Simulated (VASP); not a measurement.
Input of a VASP 6.6.1 run:

File INCAR:

```
PREC     = Accurate       # precision mode
ENCUT    = 600            # plane-wave cutoff, eV
EDIFF    = 1E-7           # SCF threshold, eV
ISMEAR   = 0              # smearing method
SIGMA    = 0.1            # smearing width, eV
LREAL    = False          # projectors in reciprocal space
LASPH    = True           # aspherical terms in the spheres
NELM     = 80             # most SCF steps
ALGO     = Normal         # electronic algorithm
ISIF     = 3              # what is computed and relaxed
LWAVE    = False          # write WAVECAR
LCHARG   = False          # write CHGCAR
GGA      = PE             # functional
IBRION   = 2              # ionic algorithm
NSW      = 80             # ionic steps
EDIFFG   = -0.025         # ionic threshold
```

KPOINTS

```
Automatic mesh
0
Gamma
  4 2 2
```

POSCAR

```
CdSe4
1.0
    5.5765689862     -0.0072636874     -0.0407361995
    0.0260724995      6.5868883676     -0.0356508192
   -0.0044776919      2.6411473260      8.5654824997
Cd Se
2 8
Direct
    0.6098977246     -0.0078449523      0.5274040393
    0.0886152059      0.9572897950      0.9724531819
    0.4554129443      0.6337010244      0.9153136667
    0.5792026167      0.3354359602      0.1370219221
    0.1674551630      0.2208595135      0.1841106141
    0.8181785275      0.7509248178      0.8233434722
    0.8746634350      0.3479244929      0.5777377835
   -0.0179669509      0.6750231765      0.3918423316
    0.6313197549      0.8479559594      0.2965455093
    0.2932215791      0.2387302126      0.6742274794
```

Potentials or basis: VASP PAW PBE potentials, release 64 (Cd, Se).

The run is started by

```console
$ cat potpaw_PBE.64/Cd/POTCAR potpaw_PBE.64/Se/POTCAR > POTCAR
$ mpirun -np 1 vasp_std > vasp.out
```

What does it give for the band gap on the k mesh?

0.67 eV (least direct gap 0.76 eV).

Predict the relaxed volume.

31.06 Å³/atom.

What does it give for the space group after relaxing (to 0.1 Å)?

P1 (No. 1).

Predict the relaxed cell.

a = 5.516 Å, b = 6.633 Å, c = 8.914 Å, α = 72.25°, β = 90.05°, γ = 89.80°.

Forces in eV/Å, atoms in the order of the input:
```
Cd   0.006 -0.016 -0.008
Cd  -0.019 -0.004  0.001
Se  -0.001  0.001  0.002
Se  -0.005  0.007 -0.001
Se  -0.010 -0.009 -0.011
Se   0.004  0.005 -0.001
Se   0.011  0.005  0.001
Se  -0.005 -0.003  0.002
Se   0.016  0.008  0.011
Se   0.002  0.006  0.005
```

Caveat: the k points lie up to 0.50 Å⁻¹ apart in the final cell. A k mesh can miss the band edges.
